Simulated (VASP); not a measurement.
# LiCl in VASP: further runs

Runs on LiCl. Level: PBE. Tasks: single point.

Everything below comes from runs of VASP 6.6.1. Logs are shortened: lines on timing, memory, paths and dates and some standing lists are left out, and cuts for length are marked.

## Step 1: The cell of the first run

It takes space group I-4m2 (No. 119, tetragonal). The conventional cell has a = 3.865 Å, b = 3.865 Å, c = 5.630 Å, α = 90.00°, β = 90.00°, γ = 90.00°. Li (site symmetry -4m2) has 4 Cl at 2.39 Å within 3.2 Å. Within 3.2 Å of Cl (site symmetry -4m2) lie 4 Li at 2.39 Å.

## Step 2: Single point, PBE (uniaxial x strain +3.0%)

File INCAR:

```
SYSTEM = LiCl
ALGO = Normal ; EDIFF = 1E-6
ENCUT = 750 ; GGA = PE
GGA_COMPAT = .False. ; ISIF = 2
ISMEAR = 0 ; LASPH = .True.
LCHARG = .True. ; LELF = .True.
LREAL = .False. ; LVHAR = .True.
LWAVE = .False. ; NBANDS = 12
NELM = 120 ; PREC = Accurate
SIGMA = 0.01
```

File KPOINTS:

```
k-points
0
Gamma
  4 4 4
  0 0 0
```

File POSCAR:

```
LiCl
1.0
    0.0000000000      2.7330425368      2.7330425368
    2.8150338129      0.0000000000      2.7330425368
    2.8150338129      2.7330425368      0.0000000000
Li Cl
1 1
Direct
    0.0000000000      0.0000000000      0.0000000000
    0.2500000000      0.2500000000      0.2500000000
```

Potentials or basis: VASP PAW PBE potentials, release 64 (Li_sv, Cl).

Run with:

```sh
$ cat potpaw_PBE.64/Li_sv/POTCAR potpaw_PBE.64/Cl/POTCAR > POTCAR
$ mpirun -np 1 vasp_std > vasp.out
```

OUTCAR:

```text
SYSTEM = LiCl
   EDIFF = 1E-6
   ENCUT = 750
   GGA = PE
   ISIF = 2
   ISMEAR = 0
   LASPH = .True.
   LREAL = .False.
   NELM = 120
   PREC = Accurate

 ion  position               nearest neighbor table
   1  0.000  0.000  0.000-   2 2.39   2 2.39   2 2.39   2 2.39
   2  0.250  0.250  0.250-   1 2.39   1 2.39   1 2.39   1 2.39

  LATTYP: Found a body centered tetragonal cell.
 ALAT       =     3.8651058221
 C/A-ratio  =     1.4566399692

  Lattice vectors:

 A1 = (   2.8150338129,   0.0000000000,   2.7330425368)
 A2 = (   2.8150338129,   0.0000000000,  -2.7330425368)
 A3 = (  -2.8150338129,   2.7330425368,   0.0000000000)

Analysis of symmetry for initial positions (statically):
=====================================================================
 Subroutine PRICEL returns:
 Original cell was already a primitive cell.

 Routine SETGRP: Setting up the symmetry group for a
 body centered tetragonal supercell.

 Subroutine GETGRP returns: Found  8 space group operations
 (whereof  8 operations were pure point group operations)
 out of a pool of 16 trial point group operations.

The static configuration has the point symmetry D_2d.

Analysis of symmetry for dynamics (positions and initial velocities):
=====================================================================
 Subroutine PRICEL returns:
 Original cell was already a primitive cell.

 Routine SETGRP: Setting up the symmetry group for a
 body centered tetragonal supercell.

 Subroutine GETGRP returns: Found  8 space group operations
 (whereof  8 operations were pure point group operations)
 out of a pool of 16 trial point group operations.

The dynamic configuration has the point symmetry D_2d.

 Subroutine INISYM returns: Found  8 space group operations
 (whereof  8 operations are pure point group operations),
 and found     1 'primitive' translations

----------------------------------------------------------------------------------------

                                     Primitive cell

  volume of cell :      42.0539

  direct lattice vectors                    reciprocal lattice vectors
     0.000000000  2.733042537  2.733042537    -0.177617760  0.182946293  0.182946293
     2.815033813  0.000000000  2.733042537     0.177617760 -0.182946293  0.182946293
     2.815033813  2.733042537  0.000000000     0.177617760  0.182946293 -0.182946293

  length of vectors
     3.865105822  3.923510784  3.923510784     0.313826004  0.313826004  0.313826004

  position of ions in fractional coordinates (direct lattice)
     0.000000000  0.000000000  0.000000000
     0.250000000  0.250000000  0.250000000

  ion indices of the primitive-cell ions
   primitive index   ion index
                 1           1
                 2           2

----------------------------------------------------------------------------------------

 KPOINTS: k-points

Automatic generation of k-mesh.
 Grid dimensions read from file:
 generate k-points for:    4    4    4

 Generating k-lattice:

  Cartesian coordinates                     Fractional coordinates (reciprocal lattice)
    -0.044404440  0.045736573  0.045736573     0.250000000  0.000000000  0.000000000
     0.044404440 -0.045736573  0.045736573     0.000000000  0.250000000 -0.000000000
     0.044404440  0.045736573 -0.045736573     0.000000000 -0.000000000  0.250000000

  Length of vectors
     0.078456501  0.078456501  0.078456501

  Shift w.r.t. Gamma in fractional coordinates (k-lattice)
     0.000000000  0.000000000  0.000000000

 Subroutine IBZKPT returns following result:
 ===========================================

 Found     13 irreducible k-points:

 Following reciprocal coordinates:
            Coordinates               Weight
  0.000000  0.000000  0.000000      1.000000
  0.250000  0.000000  0.000000      8.000000
  0.500000  0.000000  0.000000      4.000000
  0.250000  0.250000  0.000000      4.000000
  0.500000  0.250000  0.000000     16.000000
 -0.250000  0.250000  0.000000      8.000000
  0.500000  0.500000  0.000000      2.000000
  0.000000  0.250000  0.250000      2.000000
  0.500000  0.250000  0.250000      4.000000
 -0.250000  0.250000  0.250000      8.000000
 -0.250000  0.500000  0.250000      4.000000
  0.500000 -0.250000  0.250000      2.000000
  0.000000  0.500000  0.500000      1.000000
   k-points           NKPTS =     13   k-points in BZ     NKDIM =     13   number of bands    NBANDS=     12
   number of dos      NEDOS =    301   number of ions     NIONS =      2
   total plane-waves  NPLWV =  46656
   dimension x,y,z NGX =    36 NGY =   36 NGZ =   36
   dimension x,y,z NGXF=    72 NGYF=   72 NGZF=   72
   ions per type =               1   1
   NGX,Y,Z   is equivalent  to a cutoff of  15.48, 15.25, 15.25 a.u.
   NGXF,Y,Z  is equivalent  to a cutoff of  30.97, 30.51, 30.51 a.u.
 SYSTEM =  LiCl
   PREC   = accura    normal or accurate (medium, high low for compatibility)
   ISTART =      0    job   : 0-new  1-cont  2-samecut
   ICHARG =      2    charge: 1-file 2-atom 10-const
   ISPIN  =      1    spin polarized calculation?
   LNONCOLLINEAR =      F non collinear calculations
   LSORBIT =      F    spin-orbit coupling
   LASPH  =      T    aspherical Exc in radial PAW
   ENCUT  =  750.0 eV  55.12 Ry    7.42 a.u.   8.63  8.76  8.76*2*pi/ulx,y,z
   NELM   =    120;   NELMIN=  2; NELMDL= -5     # of ELM steps
   EDIFF  = 0.1E-05   stopping-criterion for ELM
   LREAL  =      F    real-space projection
   EDIFFG = 0.1E-04   stopping-criterion for IOM
   NSW    =      0    number of steps for IOM
   IBRION =     -1    ionic relax: 0-MD 1-quasi-New 2-CG
   NFREE  =      0    steps in history (QN), initial steepest desc. (CG)
   ISIF   =      2    stress and relaxation
   ISYM   =      2    0-nonsym 1-usesym 2-fastsym
   POTIM  = 0.5000    time-step for ionic-motion
   TEBEG  =    0.0;   TEEND  =   0.0 temperature during run
   PSTRESS=    0.0 pullay stress
   NELECT =      10.0000    total number of electrons
   NUPDOWN=      -1.0000    fix difference up-down
   EMIN   =  10.00;   EMAX   =-10.00  energy-range for DOS
   EFERMI =   0.00;   METHOD = LEGACY
   ISMEAR =     0;   SIGMA  =   0.01  broadening in eV -4-tet -1-fermi 0-gaus
   EFERMI_NEDOS =   21; number of points for ismear=-14 and -15
   IALGO  =     38    algorithm
   IMIX   =      4    mixing-type and parameters
     AMIX     =   0.40;   BMIX     =  1.00
     AMIX_MAG =   1.60;   BMIX_MAG =  1.00
  volume/ion in A,a.u.               =      21.03       141.90
  Fermi-wavevector in a.u.,A,eV,Ry     =   1.014237  1.916630 13.995991  1.028676
  Thomas-Fermi vector in A             =   2.147453
   LORBIT       =      0    0 simple, 1 ext, 2 COOP (PROOUT), +10 PAW based schemes
   GGA     = PE    functional components
   LHFCALC =     F    Hartree Fock is set to
   AEXX    =    0.0000 exact exchange contribution
   IVDW    =     0    specifies the selected vdW correction
   LEPSILON=     F    determine dielectric tensor
   LRPA    =     F    only Hartree local field effects (RPA)
 non-spin polarized calculation
 Gauss-broadening in eV      SIGMA  =   0.01
  energy-cutoff  :      750.00
  volume of cell :       42.05
 maximum number of plane-waves:      1980
 NGX is ok and might be reduce to    36
   NGX = 17   NGY = 17   NGZ = 17

 number of electron      10.0000000 magnetization

 number of electron       9.9999999 magnetization

 Free energy of the ion-electron system (eV)
  ---------------------------------------------------
  ext. energy  EPLUGINS =         0.00000000
  ---------------------------------------------------
  free energy    TOTEN  =        -7.42401300 eV

  energy without entropy =       -7.42401300  energy(sigma->0) =       -7.42401300

 E-fermi :  -1.1751     XC(G=0):  -7.6107

 val. band max:       -1.2873506049   @ k =   0.0000   0.0000   0.0000
 cond. band min:       4.6401094301   @ k =   0.0000   0.0000   0.0000
 fundamental gap:      5.9274600350
 Fermi energy:        -1.1750951733

 k-point     1 :       0.0000    0.0000    0.0000
  band No.  band energies     occupation
      1     -44.2124      2.00000
      2     -13.9769      2.00000
      3      -1.3440      2.00000
      4      -1.2874      2.00000
      5      -1.2874      2.00000
      6       4.6401      0.00000
      7       8.8109      0.00000
      8       8.8502      0.00000
      9       8.8502      0.00000
     10      12.8899      0.00000
     11      13.3795      0.00000
     12      15.8095      0.00000

 k-point     2 :       0.2500    0.0000    0.0000
  band No.  band energies     occupation
      1     -44.2118      2.00000
      2     -13.8436      2.00000
      3      -2.3912      2.00000
      4      -1.4874      2.00000
      5      -1.4145      2.00000
      6       5.9038      0.00000
      7       9.0152      0.00000
      8       9.2010      0.00000
      9       9.2809      0.00000
     10      12.3791      0.00000
     11      12.5393      0.00000
     12      14.7112      0.00000

 k-point     3 :       0.5000    0.0000    0.0000
  band No.  band energies     occupation
      1     -44.2112      2.00000
      2     -13.7011      2.00000
      3      -3.2480      2.00000
      4      -1.6362      2.00000
      5      -1.5318      2.00000
      6       6.9699      0.00000
      7       8.8905      0.00000
      8       9.1321      0.00000
      9       9.2831      0.00000
     10      14.6177      0.00000
     11      14.6869      0.00000
     12      15.0372      0.00000

 k-point     4 :       0.2500    0.2500    0.0000
  band No.  band energies     occupation
      1     -44.2116      2.00000
      2     -13.7954      2.00000
      3      -2.2298      2.00000
      4      -1.7624      2.00000
      5      -1.7455      2.00000
      6       5.8540      0.00000
      7       8.8212      0.00000
      8       9.9984      0.00000
      9      10.1689      0.00000
     10      10.2281      0.00000
     11      13.9387      0.00000
     12      18.0177      0.00000

 k-point     5 :       0.5000    0.2500    0.0000
  band No.  band energies     occupation
      1     -44.2109      2.00000
      2     -13.6538      2.00000
      3      -2.9017      2.00000
      4      -2.0955      2.00000
      5      -1.8884      2.00000
      6       6.5683      0.00000
      7       8.6382      0.00000
      8      10.0357      0.00000
      9      10.3526      0.00000
     10      12.2895      0.00000
     11      14.7822      0.00000
     12      15.5083      0.00000
[... 63 lines left out ...]
      1     -44.2110      2.00000
      2     -13.6696      2.00000
      3      -2.8963      2.00000
      4      -2.1261      2.00000
      5      -1.7978      2.00000
      6       6.6333      0.00000
      7       8.6676      0.00000
      8       9.9533      0.00000
      9      10.4837      0.00000
     10      12.2863      0.00000
     11      14.8112      0.00000
     12      15.3136      0.00000

 k-point    11 :      -0.2500    0.5000    0.2500
  band No.  band energies     occupation
      1     -44.2107      2.00000
      2     -13.6173      2.00000
      3      -2.6495      2.00000
      4      -2.3855      2.00000
      5      -2.2407      2.00000
      6       6.8610      0.00000
      7       9.4228      0.00000
      8       9.5110      0.00000
      9      10.4299      0.00000
     10      12.6142      0.00000
     11      14.7889      0.00000
     12      15.5856      0.00000

 k-point    12 :       0.5000   -0.2500    0.2500
  band No.  band energies     occupation
      1     -44.2107      2.00000
      2     -13.6024      2.00000
      3      -2.6603      2.00000
      4      -2.4044      2.00000
      5      -2.2408      2.00000
      6       6.7308      0.00000
      7       9.2223      0.00000
      8       9.3516      0.00000
      9      10.4261      0.00000
     10      12.6820      0.00000
     11      15.1409      0.00000
     12      15.5909      0.00000

 k-point    13 :       0.0000    0.5000    0.5000
  band No.  band energies     occupation
      1     -44.2108      2.00000
      2     -13.6371      2.00000
      3      -2.9253      2.00000
      4      -2.0376      2.00000
      5      -2.0376      2.00000
      6       5.3846      0.00000
      7       8.4075      0.00000
      8      11.6692      0.00000
      9      12.4827      0.00000
     10      12.4827      0.00000
     11      15.5567      0.00000
     12      15.6675      0.00000

------------------------ aborting loop because EDIFF is reached ----------------------------------------

  FORCE on cell =-STRESS in cart. coord.  units (eV):
  Direction    XX          YY          ZZ          XY          YZ          ZX
  --------------------------------------------------------------------------------------
  -------------------------------------------------------------------------------------
  Total       -0.0878583     -0.0026027     -0.0026027      0.0000000      0.0000000     -0.0000000
  in kB       -3.3472401     -0.0991585     -0.0991585      0.0000000      0.0000000     -0.0000000
  external PRESSURE =      -1.1818524 kB  Pullay stress =       0.0000000 kB

 VOLUME and BASIS-vectors are now :
 -----------------------------------------------------------------------------
  energy-cutoff  :      750.00
  volume of cell :       42.05
      direct lattice vectors                 reciprocal lattice vectors
     0.000000000  2.733042537  2.733042537    -0.177617760  0.182946293  0.182946293
     2.815033813  0.000000000  2.733042537     0.177617760 -0.182946293  0.182946293
     2.815033813  2.733042537  0.000000000     0.177617760  0.182946293 -0.182946293

 POSITION                                       TOTAL-FORCE (eV/Angst)
 -----------------------------------------------------------------------------------
      0.00000      0.00000      0.00000         0.000000     -0.000000     -0.000000
      1.40752      1.36652      1.36652        -0.000000      0.000000      0.000000
 -----------------------------------------------------------------------------------
    total drift:                                0.000000     -0.000000     -0.000000

  FREE ENERGIE OF THE ION-ELECTRON SYSTEM (eV)
  ---------------------------------------------------
  free  energy   TOTEN  =        -7.4240130028 eV

  energy  without entropy=       -7.4240130028  energy(sigma->0) =       -7.42401300
```

Run time: 12 s. Hardware: 1 thread of Intel Xeon 6975P-C (Granite Rapids), shared host; peak memory 0.2 GiB.

What came out:

```yaml
Free_energy: -7.4240 eV
Pressure: -0.1 GPa
Band_gap_on_the_k_mesh: 5.93 eV, direct
```

Levels at points of the mesh, in eV from the valence-band top:
```tsv
k point	band 1	band 2	band 3	band 4	band 5	band 6	band 7	band 8	band 9	band 10
(0.00, 0.00, 0.00)	-42.93	-12.69	-0.06	0.00	0.00	5.93	10.10	10.14	10.14	14.18
(0.50, 0.00, 0.00)	-42.92	-12.41	-1.96	-0.35	-0.24	8.26	10.18	10.42	10.57	15.91
(0.50, 0.50, 0.00)	-42.92	-12.32	-1.58	-0.87	-0.84	6.62	9.56	13.32	13.55	13.79
(0.00, 0.50, 0.50)	-42.92	-12.35	-1.64	-0.75	-0.75	6.67	9.69	12.96	13.77	13.77
```

Caveat: the k points lie up to 0.49 Å⁻¹ apart; the cell differs from its parent crystal (uniaxial x strain +3.0%).

## Step 3: Single point, PBE (uniaxial z strain +0.5%)

File INCAR:

```
SYSTEM = LiCl
PREC = Accurate ; ENCUT = 750
EDIFF = 1E-6 ; ISMEAR = 0
SIGMA = 0.01 ; LREAL = .FALSE.
LASPH = .TRUE. ; NELM = 120
ALGO = Normal ; ISIF = 2
LWAVE = .FALSE. ; LCHARG = .FALSE.
GGA = PE ; NBANDS = 12
GGA_COMPAT = .FALSE.
```

File KPOINTS:

```
regular mesh
0
G
  4 4 4
  0 0 0
```

File POSCAR:

```
LiCl
1.0
    0.0000000000      2.7330425368      2.7467077495
    2.7330425368      0.0000000000      2.7467077495
    2.7330425368      2.7330425368      0.0000000000
Li Cl
1 1
Direct
    0.0000000000      0.0000000000      0.0000000000
    0.2500000000      0.2500000000      0.2500000000
```

Potentials or basis: VASP PAW PBE potentials, release 64 (Li_sv, Cl).

Run with:

```sh
$ cat potpaw_PBE.64/Li_sv/POTCAR potpaw_PBE.64/Cl/POTCAR > POTCAR
$ mpirun -np 1 vasp_std > vasp.out
```

Wall time 13 s (1 thread of Intel Xeon 6975P-C (Granite Rapids), shared host); peak memory 0.19 GiB.

The run converged. Its results:

```
Free energy            : -7.4233 eV
Pressure               : 0.5 GPa
Band gap on the k mesh : 6.03 eV, direct
```

Levels at points of the mesh, in eV from the valence-band top:
| k point | band 3 | band 4 | band 5 | band 6 | band 7 | band 8 |
| --- | --- | --- | --- | --- | --- | --- |
| (0.00, 0.00, 0.00) | -0.01 | 0.00 | 0.00 | 6.03 | 10.16 | 10.17 |
| (0.50, 0.00, 0.00) | -2.02 | -0.30 | -0.28 | 8.36 | 10.32 | 10.36 |
| (0.50, 0.50, 0.00) | -1.65 | -0.83 | -0.83 | 6.65 | 9.66 | 13.41 |
| (0.50, 0.00, 0.50) | -1.64 | -0.85 | -0.84 | 6.64 | 9.64 | 13.47 |

Caveat: the k points lie up to 0.50 Å⁻¹ apart; the cell differs from its parent crystal (uniaxial z strain +0.5%).

## Step 4: Single point, PBE (strain along [111] +3.0%)

File INCAR:

```
PREC = Accurate
ENCUT = 750
EDIFF = 1E-6
ISMEAR = 0
SIGMA = 0.01
LREAL = False
LASPH = True
NELM = 120
ALGO = Normal
ISIF = 2
LWAVE = False
LCHARG = False
GGA = PE
NBANDS = 12
GGA_COMPAT = False
```

File KPOINTS:

```
regular mesh
0
Gamma
  4 4 4
```

File POSCAR:

```
LiCl
1.0
    0.0546608507      2.7877033875      2.7877033875
    2.7877033875      0.0546608507      2.7877033875
    2.7877033875      2.7877033875      0.0546608507
Li Cl
1 1
Direct
    0.0017447048      0.0017447048      0.0017447048
    0.2482552952      0.2482552952      0.2482552952
```

Run with:

```sh
$ cat potpaw_PBE.64/Li_sv/POTCAR potpaw_PBE.64/Cl/POTCAR > POTCAR
$ mpirun -np 1 vasp_std > vasp.out
```

It took 9.6 s on 1 thread of Intel Xeon 6975P-C (Granite Rapids), shared host; peak memory 0.19 GiB.

The run converged. Its results:

```yaml
Free_energy: -7.4227 eV
Pressure: -0.1 GPa
Largest_force: 0.003 eV/Å
Band_gap_on_the_k_mesh: 5.90 eV, direct
```

Forces on the atoms (eV/Å):
```
Li  -0.002 -0.002 -0.002
Cl   0.002  0.002  0.002
```

Stress tensor (GPa, compression positive):
```
-0.12 -0.28 -0.28
-0.28 -0.12 -0.28
-0.28 -0.28 -0.12
```

Levels at points of the mesh, in eV from the valence-band top:
```tsv
k point	band 1	band 2	band 3	band 4	band 5	band 6	band 7	band 8	band 9	band 10
(0.00, 0.00, 0.00)	-42.95	-12.71	-0.12	0.00	0.00	5.90	9.89	10.21	10.21	14.41
(0.50, 0.00, 0.00)	-42.95	-12.42	-1.98	-0.37	-0.31	8.24	10.14	10.29	10.58	15.66
(0.50, 0.50, 0.00)	-42.95	-12.35	-1.62	-0.90	-0.78	6.61	9.58	13.15	13.68	13.72
(0.50, 0.50, 0.50)	-42.95	-12.46	-1.98	-0.25	-0.25	8.25	10.42	10.42	10.46	15.89
```

Caveat: the k points lie up to 0.50 Å⁻¹ apart; the cell differs from its parent crystal (strain along [111] +3.0%).

## Step 5: Overview

| cell | gap on the mesh (eV) | pressure (GPa) |
| --- | --- | --- |
| a = 3.865, b = 3.924, c = 3.924 Å, angles 59.0, 60.5, 60.5°, 2 atoms | 5.93 | -0.1 |
| a = 3.875, b = 3.875, c = 3.865 Å, angles 60.1, 60.1, 59.8°, 2 atoms | 6.03 | 0.5 |
| a = 3.943 Å, angles 58.7°, 2 atoms | 5.90 | -0.1 |

Alike in all rows: task single point; level PBE; potentials or basis VASP PAW PBE potentials, release 64 (Li_sv, Cl); no spin polarisation; k mesh 4 × 4 × 4; cutoff (eV) 750; smearing gaussian 0.01 eV.

Caveats: all runs use coarse meshes.

Absolute energies hang on the potentials; compare differences alone.
